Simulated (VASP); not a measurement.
A run of VASP 6.6.1:

The input INCAR:

```
  ALGO = Normal
  EDIFF = 1E-7
  ENCUT = 520
  GGA = PE
  ISIF = 2
  ISMEAR = -1
  LASPH = T
  LCHARG = F
  LREAL = F
  LWAVE = F
  NBANDS = 35
  NELM = 100
  PREC = Accurate
  SIGMA = 0.05
```

File KPOINTS:

```
k-points
0
Gamma
  10 10 3
```

File POSCAR:

```
WS2
1.0
    3.1800000000      0.0000000000      0.0000000000
   -1.5900000000      2.7539607840      0.0000000000
    0.0000000000      0.0000000000     12.5000000000
W S
2 4
Direct
    0.6704130000      0.3321320000      0.7485110000
    0.3515260000      0.6761130000      0.2481590000
    0.6505480000      0.3288460000      0.3705640000
    0.3323830000      0.6657620000      0.8697960000
    0.6835930000      0.3404960000      0.1221550000
    0.3527360000      0.6757840000      0.6264210000
```

Potentials or basis: VASP PAW PBE potentials, release 64 (W_sv, S).

Launch:

```bash
$ cat potpaw_PBE.64/W_sv/POTCAR potpaw_PBE.64/S/POTCAR > POTCAR
$ mpirun -np 1 vasp_std > vasp.out
```

Hardware: 1 thread of Intel Xeon 8259CL, with other jobs on the host.

Question: How long does it take, and how much memory?

Answer: Run time: 17 min on 1 thread of Intel Xeon 8259CL (shared host), peak memory 0.55 GiB. Counts: scf iterations 17, k points 152.
